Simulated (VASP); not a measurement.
Runs of VASP 6.6.1 on Si2Mo. The structure is that of space group P6/mmm (No. 191), or close to it. The cells are those of the table. The cell was built from a structure type or drawn by symmetry, and may not be a known phase.

```csv
task,spin,cell,k mesh,cutoff (eV),gap on the mesh (eV),pressure (GPa),relaxed volume (Å³/atom)
single point,off,"a = 5.289, b = 5.289, c = 4.039 Å, angles 90.0, 90.0, 120.0°, 6 atoms",6 × 6 × 4,520,none,-0.1,-
single point,off,"a = 5.256, b = 5.256, c = 4.076 Å, angles 90.0, 90.0, 120.0°, 6 atoms",12 × 12 × 10,520,none,0.1,-
single point,collinear,"a = 5.289, b = 5.289, c = 4.039 Å, angles 90.0, 90.0, 120.0°, 6 atoms",6 × 6 × 4,520,none,-0.1,-
single point,off,"a = 3.804, b = 3.804, c = 8.621 Å, angles 90.0, 90.0, 120.0°, 6 atoms",6 × 6 × 2,520,none,100.7,-
relaxation of cell and atoms,off,"relaxed from a = 5.224, b = 5.224, c = 4.106 Å, angles 90.0, 90.0, 120.0°, 6 atoms",6 × 6 × 4,600,none,0.0,16.29
single point,off,"a = 5.224, b = 5.224, c = 4.106 Å, angles 90.0, 90.0, 120.0°, 6 atoms",6 × 6 × 2,520,none,0.1,-
relaxation of cell and atoms,off,"relaxed from a = 3.804, b = 3.804, c = 8.621 Å, angles 90.0, 90.0, 120.0°, 6 atoms",6 × 6 × 2,600,none,-0.1,(a)
```

Alike in all rows: level PBE; potentials or basis VASP PAW PBE potentials, release 64 (Si, Mo_sv); smearing gaussian 0.1 eV.

Question: Fill in the values left out.

Answer: (a) 16.15.

Caveats: some runs use coarse meshes; a cell axis changed by over 15 % at a fixed basis, so the end point is rough (at least some runs).

A k mesh can miss the band edges, and the runs leave out spin-orbit coupling on Mo.

A gap of «none» marks levels without a gap at the run's occupations.
